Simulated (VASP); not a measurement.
Here is a VASP 6.6.1 calculation.

The input INCAR:

```
SYSTEM = Ho3N
PREC = Accurate ; ENCUT = 600
EDIFF = 1E-6 ; ISMEAR = 0
SIGMA = 0.2 ; LREAL = .False.
LASPH = .True. ; NELM = 200
ALGO = Normal ; ISIF = 2
LWAVE = .False. ; LCHARG = .False.
GGA = PE ; NBANDS = 24
GGA_COMPAT = .False. ; LMAXMIX = 6
```

KPOINTS

```
regular mesh
0
Gamma
  6 6 4
  0 0 0
```

File POSCAR:

```
Ho3N
1.0
    2.5029955129     -2.5065646315     -0.0708537484
    2.5029955129      2.5065646315     -0.0708537484
   -2.3034851015      0.0000000000      7.1106950260
Ho N
3 1
Direct
    0.6644087779      0.6644087779      0.8288974788
    0.3355912221      0.3355912221      0.1711025212
    0.0000000000      0.0000000000      0.5000000000
    0.5000000000      0.5000000000      0.5000000000
```

Potentials or basis: VASP PAW PBE potentials, release 64 (Ho_3, N), 4f in core.

The run is started by

```bash
$ cat potpaw_PBE.64/Ho_3/POTCAR potpaw_PBE.64/N/POTCAR > POTCAR
$ mpirun -np 1 vasp_std > vasp.out
```

(1) Predict the band gap on the k mesh.

(2) Estimate the pressure.

## Answers

(1) zero (bands 16 and 17 overlap by 1.06 eV).

(2) 0.8 GPa.

Caveat: spin-orbit coupling is left out, which moves the levels of the heavy elements; the 4f electrons are frozen in the core, so they carry no moment and show no levels; the run has no spin polarisation, though such a crystal can be magnetic.
